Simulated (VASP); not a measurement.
Input of a VASP 6.6.1 run:

File INCAR:

```
SYSTEM = Si
ALGO     = Normal         ! electronic algorithm
EDIFF    = 1E-6           ! SCF threshold, eV
ENCUT    = 520            ! plane-wave cutoff, eV
GGA      = PE             ! functional
ISIF     = 2              ! what is computed and relaxed
ISMEAR   = 0              ! smearing method
LASPH    = .TRUE.         ! aspherical terms in the spheres
LCHARG   = .TRUE.         ! write CHGCAR
LELF     = .TRUE.         ! ELF
LREAL    = .FALSE.        ! projectors in reciprocal space
LVHAR    = .TRUE.       
LWAVE    = .FALSE.        ! write WAVECAR
NBANDS   = 16             ! bands
NELM     = 80             ! most SCF steps
PREC     = Accurate       ! precision mode
SIGMA    = 0.05           ! smearing width, eV
```

KPOINTS

```
k-points
0
G
  12 12 6
  0 0 0
```

File POSCAR:

```
Si
1.0
    3.9184761432     -0.1540432882      0.0000000000
   -2.0926434724      3.3537918024      0.0000000000
    0.0000000000      0.0000000000      6.3646810974
Si
4
Direct
    0.3333333333      0.6666666667      0.0629320729
    0.6666666667      0.3333333333      0.5629320729
    0.3333333333      0.6666666667      0.4370679271
    0.6666666667      0.3333333333      0.9370679271
```

Potentials or basis: VASP PAW PBE potentials, release 64 (Si).

The run is started by

```sh
$ cat potpaw_PBE.64/Si/POTCAR > POTCAR
$ mpirun -np 1 vasp_std > vasp.out
```

(1) What does it give for the pressure?

(2) What does it give for the band gap on the k mesh?

## Answers

(1) 0.5 GPa.

(2) zero (bands 8 and 9 overlap by 0.08 eV).

Caveat: the cell differs from its parent crystal (engineering shear strain xy -0.0800, strain +e along x and -e along y +0.0175); semilocal functionals underestimate gaps, so a narrow gap can read as zero.
